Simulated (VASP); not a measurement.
# LiW16 (a cell with a defect) in VASP: single point with PBE

Aim: the single point of LiW16 (a cell with a defect) with PBE.

Everything below comes from runs of VASP 6.6.1. Logs are shortened: lines on timing, memory, paths and dates and some standing lists are left out, and cuts for length are marked.

## (1) The cell of the first run

The cell holds a defect, 17 atoms: a = 6.320 Å, b = 6.320 Å, c = 6.320 Å, α = 90.00°, β = 90.00°, γ = 90.00°.

## (2) Single point, PBE

The input, INCAR:

```
SYSTEM = LiW16
  PREC = Accurate
  ENCUT = 650
  EDIFF = 1E-6
  ISMEAR = -1
  SIGMA = 0.15
  LREAL = .False.
  LASPH = .True.
  NELM = 120
  ALGO = Normal
  ISIF = 2
  LWAVE = .False.
  LCHARG = .False.
  GGA = PE
  NBANDS = 128
  GGA_COMPAT = .False.
```

The input, KPOINTS:

```
Automatic mesh
0
Gamma
  3 3 3
  0 0 0
```

The input, POSCAR:

```
LiW16
1.0
    6.3200000000      0.0000000000      0.0000000000
    0.0000000000      6.3200000000      0.0000000000
    0.0000000000      0.0000000000      6.3200000000
W Li
16 1
Direct
   -0.3105221519     -0.0054588608     -0.0845094937
   -0.3151424051      0.8475791139      0.5410284810
    0.0332594937      0.7272151899     -1.1196518987
   -0.0611234177      0.0318354430      0.2381329114
   -0.7304113924      2.0214873418     -0.0057594937
   -0.6922784810      0.1392721519      0.4154905063
    0.6424367089      0.3258860759      0.5641297468
    1.2971835443      0.7367879747      0.5421518987
   -0.0081645570      0.4873892405      0.5256012658
    1.2909493671     -0.6459968354      0.7770727848
    0.5570727848      0.2905379747      0.1536075949
    0.5334651899      0.6411550633      0.8798417722
    0.7811550633      0.6265981013      0.2166930380
    0.0045569620      0.0675632911     -1.3483702532
    1.2099050633      1.5086708861      3.1822626582
    0.8968196203      0.3447310127      0.9352689873
   23.4768670886    -56.1618670886    -13.7798417722
```

Potentials or basis: VASP PAW PBE potentials, release 64 (W_sv, Li_sv).

Run with:

```console
cat potpaw_PBE.64/W_sv/POTCAR potpaw_PBE.64/Li_sv/POTCAR > POTCAR
mpirun -np 1 vasp_std > vasp.out
```

OUTCAR:

```text
SYSTEM = LiW16
   PREC = Accurate
   ENCUT = 650
   EDIFF = 1E-6
   ISMEAR = -1
   LREAL = .False.
   LASPH = .True.
   NELM = 120
   ISIF = 2
   GGA = PE

 ion  position               nearest neighbor table
   1  0.689  0.995  0.915-  12 2.45   2 2.54  11 2.54  17 2.55  16 2.58   4 2.59  14 2.64   5 2.71
                             3 2.76  13 3.06   7 3.07
   2  0.685  0.848  0.541-  17 2.42   1 2.54   8 2.55  14 2.55  13 2.55  12 2.68   4 2.76   9 2.99
                             7 3.04   6 3.12   3 3.17   7 3.31
   3  0.033  0.727  0.880-   5 2.49  16 2.59  14 2.60  15 2.61   8 2.71   9 2.72  13 2.73   1 2.76
                            10 2.94   4 3.03   2 3.17  12 3.21  12 3.21
   4  0.939  0.032  0.238-   1 2.59   5 2.60  14 2.66   6 2.67  13 2.75   2 2.76  16 2.76  11 2.96
                             3 3.03   7 3.35   9 3.42  15 3.48
   5  0.270  0.021  0.994-  17 2.26   3 2.49  10 2.51   4 2.60  11 2.68   1 2.71  14 2.75   6 2.77
                            12 3.01  16 3.14  15 3.32   8 3.38  15 3.47
   6  0.308  0.139  0.415-  14 2.47  11 2.48  17 2.51   7 2.60  10 2.66   8 2.67   4 2.67   5 2.77
                            15 2.83   9 3.05   2 3.12
   7  0.642  0.326  0.564-   9 2.44   6 2.60  10 2.60  11 2.66  16 2.85  14 2.87  12 2.90  13 3.03
                             2 3.04   1 3.07   2 3.31   4 3.35   8 3.39
   8  0.297  0.737  0.542-  17 2.42   9 2.49   2 2.55   6 2.67  12 2.67   3 2.71  15 2.75  10 2.84
                            14 2.88   5 3.38   7 3.39
   9  0.992  0.487  0.526-   7 2.44   8 2.49  13 2.52  15 2.57  10 2.61   3 2.72  14 2.77  16 2.81
                             2 2.99   6 3.05   4 3.42
  10  0.291  0.354  0.777-  12 2.46   5 2.51   7 2.60   9 2.61   6 2.66  14 2.68  16 2.68  15 2.79
                             8 2.84   3 2.94  11 2.94
  11  0.557  0.291  0.154-   6 2.48   1 2.54  16 2.58  13 2.58  15 2.60   7 2.66   5 2.68  12 2.82
                            17 2.93  10 2.94   4 2.96
  12  0.533  0.641  0.880-   1 2.45  10 2.46  17 2.51  13 2.64   8 2.67   2 2.68  11 2.82   7 2.90
                            15 2.92  16 2.98   5 3.01   3 3.21   3 3.21
  13  0.781  0.627  0.217-  17 2.34   9 2.52   2 2.55  11 2.58  16 2.62  12 2.64   3 2.73   4 2.75
                            15 2.82   7 3.03   1 3.06
  14  0.005  0.068  0.652-   6 2.47   2 2.55  16 2.60   3 2.60   1 2.64   4 2.66  10 2.68   5 2.75
                             9 2.77   7 2.87   8 2.88
  15  0.210  0.509  0.182-   9 2.57  11 2.60   3 2.61  17 2.69  16 2.72   8 2.75  10 2.79  13 2.82
                             6 2.83  12 2.92   5 3.32   5 3.47   4 3.48
  16  0.897  0.345  0.935-   1 2.58  11 2.58   3 2.59  14 2.60  13 2.62  10 2.68  15 2.72   4 2.76
                             9 2.81   7 2.85  12 2.98   5 3.14
  17  0.477  0.838  0.220-   5 2.26  13 2.34   8 2.42   2 2.42   6 2.51  12 2.51   1 2.55  15 2.69
                            11 2.93

  LATTYP: Found a simple cubic cell.
 ALAT       =     6.3200000000

  Lattice vectors:

 A1 = (   6.3200000000,   0.0000000000,   0.0000000000)
 A2 = (   0.0000000000,   6.3200000000,   0.0000000000)
 A3 = (   0.0000000000,   0.0000000000,   6.3200000000)

Analysis of symmetry for initial positions (statically):
=====================================================================
 Subroutine PRICEL returns:
 Original cell was already a primitive cell.

 Routine SETGRP: Setting up the symmetry group for a
 simple cubic supercell.

 Subroutine GETGRP returns: Found  1 space group operations
 (whereof  1 operations were pure point group operations)
 out of a pool of 48 trial point group operations.

The static configuration has the point symmetry C_1 .

Analysis of symmetry for dynamics (positions and initial velocities):
=====================================================================
 Subroutine PRICEL returns:
 Original cell was already a primitive cell.

 Routine SETGRP: Setting up the symmetry group for a
 simple cubic supercell.

 Subroutine GETGRP returns: Found  1 space group operations
 (whereof  1 operations were pure point group operations)
 out of a pool of 48 trial point group operations.

The dynamic configuration has the point symmetry C_1 .

 Subroutine INISYM returns: Found  1 space group operations
 (whereof  1 operations are pure point group operations),
 and found     1 'primitive' translations

----------------------------------------------------------------------------------------

                                     Primitive cell

  volume of cell :     252.4360

  direct lattice vectors                    reciprocal lattice vectors
     6.320000000  0.000000000  0.000000000     0.158227848  0.000000000  0.000000000
     0.000000000  6.320000000  0.000000000     0.000000000  0.158227848  0.000000000
     0.000000000  0.000000000  6.320000000     0.000000000  0.000000000  0.158227848

  length of vectors
     6.320000000  6.320000000  6.320000000     0.158227848  0.158227848  0.158227848

  position of ions in fractional coordinates (direct lattice)
     0.689477848  0.994541139  0.915490506
     0.684857595  0.847579114  0.541028481
     0.033259494  0.727215190  0.880348101
     0.938876582  0.031835443  0.238132911
     0.269588608  0.021487342  0.994240506
     0.307721519  0.139272152  0.415490506
[... 9 lines left out ...]
     0.896819620  0.344731013  0.935268987
     0.476867089  0.838132911  0.220158228

  ion indices of the primitive-cell ions
   primitive index   ion index
                 1           1
                 2           2
                 3           3
                 4           4
                 5           5
                 6           6
[... 9 lines left out ...]
                16          16
                17          17

----------------------------------------------------------------------------------------

 KPOINTS: Automatic mesh

Automatic generation of k-mesh.
 Grid dimensions read from file:
 generate k-points for:    3    3    3

 Generating k-lattice:

  Cartesian coordinates                     Fractional coordinates (reciprocal lattice)
     0.052742616  0.000000000  0.000000000     0.333333333  0.000000000  0.000000000
     0.000000000  0.052742616  0.000000000     0.000000000  0.333333333  0.000000000
     0.000000000  0.000000000  0.052742616     0.000000000  0.000000000  0.333333333

  Length of vectors
     0.052742616  0.052742616  0.052742616

  Shift w.r.t. Gamma in fractional coordinates (k-lattice)
     0.000000000  0.000000000  0.000000000

 Subroutine IBZKPT returns following result:
 ===========================================

 Found     14 irreducible k-points:

 Following reciprocal coordinates:
            Coordinates               Weight
  0.000000  0.000000  0.000000      1.000000
  0.333333  0.000000  0.000000      2.000000
  0.000000  0.333333  0.000000      2.000000
  0.000000  0.000000  0.333333      2.000000
  0.333333  0.333333  0.000000      2.000000
  0.000000  0.333333  0.333333      2.000000
  0.333333  0.000000  0.333333      2.000000
 -0.333333  0.333333  0.000000      2.000000
 -0.333333  0.000000  0.333333      2.000000
  0.000000 -0.333333  0.333333      2.000000
  0.333333  0.333333  0.333333      2.000000
 -0.333333  0.333333  0.333333      2.000000
 -0.333333 -0.333333  0.333333      2.000000
  0.333333 -0.333333  0.333333      2.000000
   k-points           NKPTS =     14   k-points in BZ     NKDIM =     14   number of bands    NBANDS=    128
   number of dos      NEDOS =    301   number of ions     NIONS =     17
   total plane-waves  NPLWV = 157464
   dimension x,y,z NGX =    54 NGY =   54 NGZ =   54
   dimension x,y,z NGXF=   108 NGYF=  108 NGZF=  108
   ions per type =              16   1
   NGX,Y,Z   is equivalent  to a cutoff of  14.20, 14.20, 14.20 a.u.
   NGXF,Y,Z  is equivalent  to a cutoff of  28.41, 28.41, 28.41 a.u.
 SYSTEM =  LiW16
   PREC   = accura    normal or accurate (medium, high low for compatibility)
   ISTART =      0    job   : 0-new  1-cont  2-samecut
   ICHARG =      2    charge: 1-file 2-atom 10-const
   ISPIN  =      1    spin polarized calculation?
   LNONCOLLINEAR =      F non collinear calculations
   LSORBIT =      F    spin-orbit coupling
   LASPH  =      T    aspherical Exc in radial PAW
   ENCUT  =  650.0 eV  47.77 Ry    6.91 a.u.  13.14 13.14 13.14*2*pi/ulx,y,z
   NELM   =    120;   NELMIN=  2; NELMDL= -5     # of ELM steps
   EDIFF  = 0.1E-05   stopping-criterion for ELM
   LREAL  =      F    real-space projection
[... 7 lines left out ...]
   TEBEG  =    0.0;   TEEND  =   0.0 temperature during run
   PSTRESS=    0.0 pullay stress
   NELECT =     227.0000    total number of electrons
   NUPDOWN=      -1.0000    fix difference up-down
   EMIN   =  10.00;   EMAX   =-10.00  energy-range for DOS
   EFERMI =   0.00;   METHOD = LEGACY
   ISMEAR =    -1;   SIGMA  =   0.15  broadening in eV -4-tet -1-fermi 0-gaus
   EFERMI_NEDOS =   21; number of points for ismear=-14 and -15
   IALGO  =     38    algorithm
   IMIX   =      4    mixing-type and parameters
     AMIX     =   0.40;   BMIX     =  1.00
     AMIX_MAG =   1.60;   BMIX_MAG =  1.00
  volume/ion in A,a.u.               =      14.85       100.21
  Fermi-wavevector in a.u.,A,eV,Ry     =   1.580155  2.986060 33.972251  2.496890
  Thomas-Fermi vector in A             =   2.680426
   LORBIT       =      0    0 simple, 1 ext, 2 COOP (PROOUT), +10 PAW based schemes
   GGA     = PE    functional components
   LHFCALC =     F    Hartree Fock is set to
   AEXX    =    0.0000 exact exchange contribution
   IVDW    =     0    specifies the selected vdW correction
   LEPSILON=     F    determine dielectric tensor
   LRPA    =     F    only Hartree local field effects (RPA)
 non-spin polarized calculation
  energy-cutoff  :      650.00
  volume of cell :      252.44
 maximum number of plane-waves:      9532
 NGX is ok and might be reduce to    54
   NGX = 27   NGY = 27   NGZ = 27

 number of electron     226.9999995 magnetization

 Free energy of the ion-electron system (eV)
  ---------------------------------------------------
  ext. energy  EPLUGINS =         0.00000000
  ---------------------------------------------------
  free energy    TOTEN  =      -192.25306564 eV

  energy without entropy =     -191.31310102  energy(sigma->0) =     -191.78308333

 E-fermi :  11.3783     XC(G=0): -13.6259

 val. band max:       11.3681995878   @ k =   0.0000  -0.3333   0.3333
 cond. band min:      11.3818176906   @ k =   0.0000   0.0000   0.3333
 fundamental gap:      0.0136181027
 Fermi energy:        11.3782589492

 k-point     1 :       0.0000    0.0000    0.0000
  band No.  band energies     occupation
      1     -62.3619      2.00000
      2     -62.3034      2.00000
      3     -62.2471      2.00000
      4     -62.2113      2.00000
      5     -62.1653      2.00000
      6     -62.1222      2.00000
[... 117 lines left out ...]
    124      13.1284      0.00002
    125      13.4678      0.00000

 k-point     2 :       0.3333    0.0000    0.0000
  band No.  band energies     occupation
      1     -62.3567      2.00000
      2     -62.2923      2.00000
      3     -62.2559      2.00000
      4     -62.2155      2.00000
      5     -62.1670      2.00000
      6     -62.1397      2.00000
[... 1653 lines left out ...]
    124      12.9451      0.00006
    125      13.0582      0.00003
 [bands above 125 left out]

------------------------ aborting loop because EDIFF is reached ----------------------------------------

  FORCE on cell =-STRESS in cart. coord.  units (eV):
  Direction    XX          YY          ZZ          XY          YZ          ZX
  --------------------------------------------------------------------------------------
  -------------------------------------------------------------------------------------
  Total       68.4211757     56.5470144     77.2692512     18.7374187      3.0815345     -3.2316803
  in kB      434.2600519    358.8963381    490.4176040    118.9238905     19.5580875    -20.5110425
  external PRESSURE =     427.8579980 kB  Pullay stress =       0.0000000 kB

 VOLUME and BASIS-vectors are now :
 -----------------------------------------------------------------------------
  energy-cutoff  :      650.00
  volume of cell :      252.44
      direct lattice vectors                 reciprocal lattice vectors
     6.320000000  0.000000000  0.000000000     0.158227848  0.000000000  0.000000000
     0.000000000  6.320000000  0.000000000     0.000000000  0.158227848  0.000000000
     0.000000000  0.000000000  6.320000000     0.000000000  0.000000000  0.158227848

 POSITION                                       TOTAL-FORCE (eV/Angst)
 -----------------------------------------------------------------------------------
      4.35750      6.28550      5.78590        -0.282667      0.203987     -0.265253
      4.32830      5.35670      3.41930         0.001438     -0.022442     -0.060929
      0.21020      4.59600      5.56380         0.059759     -0.094845     -0.093846
      5.93370      0.20120      1.50500        -0.453065      0.129316      0.087229
      1.70380      0.13580      6.28360        -0.173143      0.004172      0.336922
      1.94480      0.88020      2.62590        -0.009702     -0.007652      0.043404
[... 9 lines left out ...]
      5.66790      2.17870      5.91090         0.123527      0.028148     -0.009879
      3.01380      5.29700      1.39140         0.002323      0.002407      0.000870
 -----------------------------------------------------------------------------------
    total drift:                               -0.000115     -0.000529     -0.000197

  FREE ENERGIE OF THE ION-ELECTRON SYSTEM (eV)
  ---------------------------------------------------
  free  energy   TOTEN  =      -192.2530656392 eV

  energy  without entropy=     -191.3131010158  energy(sigma->0) =     -191.78308333
```

Run time: 37 min. Hardware: 1 thread of Intel Xeon 8259CL, shared host; peak memory 0.66 GiB.

What came out:

```yaml
Free_energy: -192.2531 eV
Pressure: 42.8 GPa
Largest_force: 0.479 eV/Å
Band_gap_on_the_k_mesh: zero (an odd number of electrons rules out a gap without spin polarisation)
```

Forces in eV/Å, atoms in the order of the input:
```
W   -0.283  0.204 -0.265
W    0.001 -0.022 -0.061
W    0.060 -0.095 -0.094
W   -0.453  0.129  0.087
W   -0.173  0.004  0.337
W   -0.010 -0.008  0.043
W    0.126  0.010  0.069
W    0.027 -0.032 -0.013
W    0.144 -0.215 -0.184
W    0.126 -0.169  0.040
W    0.154 -0.048  0.184
W   -0.039  0.006  0.022
W   -0.008  0.169 -0.142
W    0.013 -0.112  0.032
W    0.187  0.149 -0.047
W    0.124  0.028 -0.010
Li   0.002  0.002  0.001
```

Stress tensor (GPa, compression positive):
```
43.43 11.89 -2.05
11.89 35.89  1.96
-2.05  1.96 49.04
```

Caveat: the atoms stand as in a frame of molecular dynamics; spin-orbit coupling is left out, which moves the levels of the heavy elements.
